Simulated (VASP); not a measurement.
# Li in VASP: relaxation of the atoms with PBEsol

Aim: the relaxation of the atoms of Li with PBEsol.

All numbers are computed with VASP 6.6.1; they aren't measurements. Logs are shortened: lines on timing, memory, paths and dates and some standing lists are left out, and cuts for length are marked.

**1. The cell of the first run**

The cell holds a slab with vacuum, 5 atoms: a = 3.057 Å, b = 3.057 Å, c = 26.997 Å, α = 90.00°, β = 90.00°, γ = 120.00°.

**2. Relaxation of the atoms, PBEsol**

File INCAR:

```
SYSTEM = Li
  ALGO = Normal
  DIPOL = 0.5 0.5 0.500
  EDIFF = 1E-6
  EDIFFG = -0.03
  ENCUT = 520
  GGA = PS
  IBRION = 2
  IDIPOL = 3
  ISIF = 2
  ISMEAR = 0
  LASPH = .True.
  LCHARG = .False.
  LDIPOL = .True.
  LREAL = .False.
  LWAVE = .False.
  NELM = 60
  NSW = 90
  PREC = Accurate
  SIGMA = 0.1
```

File KPOINTS:

```
k-points
0
Gamma
  12 12 1
  0 0 0
```

File POSCAR:

```
Li
1.0
    3.0569172096      0.0000000000      0.0000000000
   -1.5284586048      2.6473679608      0.0000000000
    0.0000000000      0.0000000000     26.9965768283
Li
5
Selective dynamics
Direct
    0.6666666667      0.3333333333      0.3148547334  F F F
    0.0000000000      0.0000000000      0.4074513111  F F F
    0.6666666667      0.3333333333      0.5000000000  T T T
    0.3333333333      0.6666666667      0.5925486889  T T T
    0.6666666667      0.3333333333      0.6851452666  T T T
```

Potentials or basis: VASP PAW PBE potentials, release 64 (Li_sv).

The run is started by

```sh
$ cat potpaw_PBE.64/Li_sv/POTCAR > POTCAR
$ mpirun -np 1 vasp_std > vasp.out
```

OUTCAR:

```text
SYSTEM = Li
   EDIFF = 1E-6
   EDIFFG = -0.03
   ENCUT = 520
   GGA = PS
   IBRION = 2
   ISIF = 2
   ISMEAR = 0
   LASPH = .True.
   LREAL = .False.
   NELM = 60
   NSW = 90
   PREC = Accurate

 ion  position               nearest neighbor table
   1  0.667  0.333  0.315-
   2  0.000  0.000  0.407-
   3  0.667  0.333  0.500-
   4  0.333  0.667  0.593-
   5  0.667  0.333  0.685-

  LATTYP: Found a hexagonal cell.
 ALAT       =     3.0569172096
 C/A-ratio  =     8.8313078102

  Lattice vectors:

 A1 = (   3.0569172096,   0.0000000000,   0.0000000000)
 A2 = (  -1.5284586048,   2.6473679608,   0.0000000000)
 A3 = (   0.0000000000,   0.0000000000,  26.9965768283)

Analysis of symmetry for initial positions (statically):
=====================================================================
 Subroutine PRICEL returns:
 Original cell was already a primitive cell.

 Routine SETGRP: Setting up the symmetry group for a
 hexagonal supercell.

 Subroutine GETGRP returns: Found 12 space group operations
 (whereof  6 operations were pure point group operations)
 out of a pool of 24 trial point group operations.

The static configuration has the point symmetry C_3v.
 The point group associated with its full space group is D_3d.

Analysis of symmetry for dynamics (positions and initial velocities):
=====================================================================
 Subroutine PRICEL returns:
 Original cell was already a primitive cell.

 Routine SETGRP: Setting up the symmetry group for a
 hexagonal supercell.

 Subroutine GETGRP returns: Found 12 space group operations
 (whereof  6 operations were pure point group operations)
 out of a pool of 24 trial point group operations.

The dynamic configuration has the point symmetry C_3v.
 The point group associated with its full space group is D_3d.

Analysis of constrained symmetry for selective dynamics:
=====================================================================
 Subroutine PRICEL returns:
 Original cell was already a primitive cell.

 Routine SETGRP: Setting up the symmetry group for a
 hexagonal supercell.

 Subroutine GETGRP returns: Found  6 space group operations
 (whereof  6 operations were pure point group operations)
 out of a pool of 24 trial point group operations.

The constrained configuration has the point symmetry C_3v.

 Subroutine INISYM returns: Found  6 space group operations
 (whereof  6 operations are pure point group operations),
 and found     1 'primitive' translations

----------------------------------------------------------------------------------------

                                     Primitive cell

  volume of cell :     218.4775

  direct lattice vectors                    reciprocal lattice vectors
     3.056917210  0.000000000  0.000000000     0.327126949  0.188866832  0.000000000
    -1.528458605  2.647367961  0.000000000     0.000000000  0.377733664  0.000000000
     0.000000000  0.000000000 26.996576828     0.000000000  0.000000000  0.037041733

  length of vectors
     3.056917210  3.056917210 26.996576828     0.377733664  0.377733664  0.037041733

  position of ions in fractional coordinates (direct lattice)
     0.666666667  0.333333333  0.314854733
     0.000000000  0.000000000  0.407451311
     0.666666667  0.333333333  0.500000000
     0.333333333  0.666666667  0.592548689
     0.666666667  0.333333333  0.685145267

  ion indices of the primitive-cell ions
   primitive index   ion index
                 1           1
                 2           2
                 3           3
                 4           4
                 5           5

[... 55 lines left out ...]
 SYSTEM =  Li
   PREC   = accura    normal or accurate (medium, high low for compatibility)
   ISTART =      0    job   : 0-new  1-cont  2-samecut
   ICHARG =      2    charge: 1-file 2-atom 10-const
   ISPIN  =      1    spin polarized calculation?
   LNONCOLLINEAR =      F non collinear calculations
   LSORBIT =      F    spin-orbit coupling
   LASPH  =      T    aspherical Exc in radial PAW
   ENCUT  =  520.0 eV  38.22 Ry    6.18 a.u.   5.68  5.68 50.20*2*pi/ulx,y,z
   NELM   =     60;   NELMIN=  2; NELMDL= -5     # of ELM steps
   EDIFF  = 0.1E-05   stopping-criterion for ELM
   LREAL  =      F    real-space projection
   EDIFFG = -.3E-01   stopping-criterion for IOM
   NSW    =     90    number of steps for IOM
   IBRION =      2    ionic relax: 0-MD 1-quasi-New 2-CG
   NFREE  =      1    steps in history (QN), initial steepest desc. (CG)
   ISIF   =      2    stress and relaxation
   ISYM   =      2    0-nonsym 1-usesym 2-fastsym
   POTIM  = 0.5000    time-step for ionic-motion
   TEBEG  =    0.0;   TEEND  =   0.0 temperature during run
   PSTRESS=    0.0 pullay stress
   NELECT =      15.0000    total number of electrons
   NUPDOWN=      -1.0000    fix difference up-down
   EMIN   =  10.00;   EMAX   =-10.00  energy-range for DOS
   EFERMI =   0.00;   METHOD = LEGACY
   ISMEAR =     0;   SIGMA  =   0.10  broadening in eV -4-tet -1-fermi 0-gaus
   EFERMI_NEDOS =   21; number of points for ismear=-14 and -15
   IALGO  =     38    algorithm
   IMIX   =      4    mixing-type and parameters
     AMIX     =   0.40;   BMIX     =  1.00
     AMIX_MAG =   1.60;   BMIX_MAG =  1.00
  volume/ion in A,a.u.               =      43.70       294.87
  Fermi-wavevector in a.u.,A,eV,Ry     =   0.670352  1.266782  6.114078  0.449372
  Thomas-Fermi vector in A             =   1.745844
   LORBIT       =      0    0 simple, 1 ext, 2 COOP (PROOUT), +10 PAW based schemes
   GGA     = PS    functional components
   LHFCALC =     F    Hartree Fock is set to
   AEXX    =    0.0000 exact exchange contribution
   IVDW    =     0    specifies the selected vdW correction
   LEPSILON=     F    determine dielectric tensor
   LRPA    =     F    only Hartree local field effects (RPA)
 conjugate gradient relaxation of ions
 non-spin polarized calculation
 Gauss-broadening in eV      SIGMA  =   0.10
  energy-cutoff  :      520.00
  volume of cell :      218.48
 maximum number of plane-waves:      5919
 NGX is ok and might be reduce to    24
   NGX = 11   NGY = 11   NGZ =101

--------------------------------------- Ionic step        1  -------------------------------------------

 number of electron      14.9999969 magnetization

 Free energy of the ion-electron system (eV)
  ---------------------------------------------------
  ext. energy  EPLUGINS =         0.00000000
  ---------------------------------------------------
  free energy    TOTEN  =        -9.28710818 eV

  energy without entropy =       -9.26827655  energy(sigma->0) =       -9.27769236

------------------------ aborting loop because EDIFF is reached ----------------------------------------

  FORCE on cell =-STRESS in cart. coord.  units (eV):
  Direction    XX          YY          ZZ          XY          YZ          ZX
  --------------------------------------------------------------------------------------
  -------------------------------------------------------------------------------------
  Total        0.2661503      0.2661503     -0.6862175      0.0000000      0.0000000      0.0000000
  in kB        1.9517800      1.9517800     -5.0322901      0.0000000      0.0000000      0.0000000
  external PRESSURE =      -0.3762434 kB  Pullay stress =       0.0000000 kB
[... 145 lines left out ...]
 number of electron      14.9999969 magnetization

------------------------ aborting loop because EDIFF is reached ----------------------------------------

 vacuum level on the upper side and lower side of the slab       (xc-potential included)        -0.046         0.030

  FORCE on cell =-STRESS in cart. coord.  units (eV):
  Direction    XX          YY          ZZ          XY          YZ          ZX
  --------------------------------------------------------------------------------------
  -------------------------------------------------------------------------------------
  Total        0.3091236      0.3091236     -0.5486855      0.0000000      0.0000000      0.0000000
  in kB        2.2669192      2.2669192     -4.0237166      0.0000000      0.0000000      0.0000000
  external PRESSURE =       0.1700406 kB  Pullay stress =       0.0000000 kB
[... 98 lines left out ...]
  FREE ENERGIE OF THE ION-ELECTRON SYSTEM (eV)
  ---------------------------------------------------
  free  energy   TOTEN  =        -9.2916989003 eV

  energy  without entropy=       -9.2742015934  energy(sigma->0) =       -9.28295025

 dipolmoment           0.000000      0.000000      0.001551 electrons x Angstroem

--------------------------------------- Ionic step        8  -------------------------------------------

 number of electron      14.9999973 magnetization

 dipolmoment           0.000000      0.000000     -0.003373 electrons x Angstroem

 Free energy of the ion-electron system (eV)
  ---------------------------------------------------
  ext. energy  EPLUGINS =         0.00000000
  ---------------------------------------------------
  free energy    TOTEN  =        -9.29250396 eV

  energy without entropy =       -9.27530893  energy(sigma->0) =       -9.28390645

 E-fermi :  -1.3849     XC(G=0):  -3.8324

 val. band max:       -1.4014547115   @ k =   0.1667   0.1667   0.0000
 cond. band min:      -1.3455108905   @ k =   0.0833   0.0833   0.0000
 fundamental gap:      0.0559438211
 Fermi energy:        -1.3849046085

 k-point     1 :       0.0000    0.0000    0.0000
  band No.  band energies     occupation
      1     -47.6915      2.00000
      2     -47.6373      2.00000
      3     -47.2966      2.00000
      4     -47.2258      2.00000
      5     -47.2136      2.00000
      6      -4.7925      2.00000
      7      -4.4399      2.00000
      8      -3.7323      2.00000
      9      -2.7793      2.00000
     10      -1.7359      2.00000
     11      -1.2581      0.07284
[... 240 lines left out ...]
  band No.  band energies     occupation
      1     -47.6772      2.00000
      2     -47.6229      2.00000
      3     -47.2820      2.00000
      4     -47.2092      2.00000
      5     -47.2015      2.00000
      6       0.1838      0.00000
      7       0.2343      0.00000
      8       0.7938      0.00000
      9       0.8401      0.00000
     10       0.9414      0.00000
     11       0.9796      0.00000

------------------------ aborting loop because EDIFF is reached ----------------------------------------

 vacuum level on the upper side and lower side of the slab       (xc-potential included)        -0.045        -0.001

  FORCE on cell =-STRESS in cart. coord.  units (eV):
  Direction    XX          YY          ZZ          XY          YZ          ZX
  --------------------------------------------------------------------------------------
  -------------------------------------------------------------------------------------
  Total        0.3003585      0.3003585     -0.5535624      0.0000000      0.0000000      0.0000000
  in kB        2.2026413      2.2026413     -4.0594809      0.0000000      0.0000000      0.0000000
  external PRESSURE =       0.1152672 kB  Pullay stress =       0.0000000 kB
[... 20 lines left out ...]
  FREE ENERGIE OF THE ION-ELECTRON SYSTEM (eV)
  ---------------------------------------------------
  free  energy   TOTEN  =        -9.2925039649 eV

  energy  without entropy=       -9.2753089287  energy(sigma->0) =       -9.28390645

 reached required accuracy - stopping structural energy minimisation

 vacuum level on the upper side and lower side of the slab         1.872         1.946
```

Wall time 2.1 min (1 thread of AMD EPYC 9R45 (Zen 5), shared host); peak memory 0.31 GiB.

Results:

```
Free energy               : -9.2925 eV
Energy gained by relaxing : 1.1 meV/atom
Ionic steps               : 8
Band gap on the k mesh    : zero (an odd number of electrons rules out a gap without spin polarisation)
```

The path:
| step | energy change (eV) | largest force on free atoms (eV/Å) | pressure (GPa) |
| --- | --- | --- | --- |
| 1 | 0.0000 | 0.0884 | -0.04 |
| 2 | -0.0005 | 0.0849 | -0.03 |
| 3 | -0.0019 | 0.0729 | -0.03 |
| 4 | -0.0037 | 0.0460 | -0.02 |
| 5 | -0.0031 | 0.0845 | 0.02 |
| 6 | -0.0042 | 0.0332 | 0.00 |
| 7 | -0.0046 | 0.0302 | 0.00 |
| 8 | -0.0054 | 0.0209 | 0.01 |

Final structure:
```
Li
1.0
     3.05692    0.00000    0.00000
    -1.52846    2.64737    0.00000
     0.00000    0.00000   26.99658
Li
5
Direct
  0.66667 0.33333 0.31485
  0.00000 0.00000 0.40745
  0.66667 0.33333 0.50072
  0.33333 0.66667 0.59350
  0.66667 0.33333 0.68171
```

Caveat: the cutoff is under 1.25 times the usual one of these potentials, so pressure, stress and relaxed cells hold a basis-set (Pulay) error; the PAW data sets were made with another functional, which shifts forces and pressure a little.
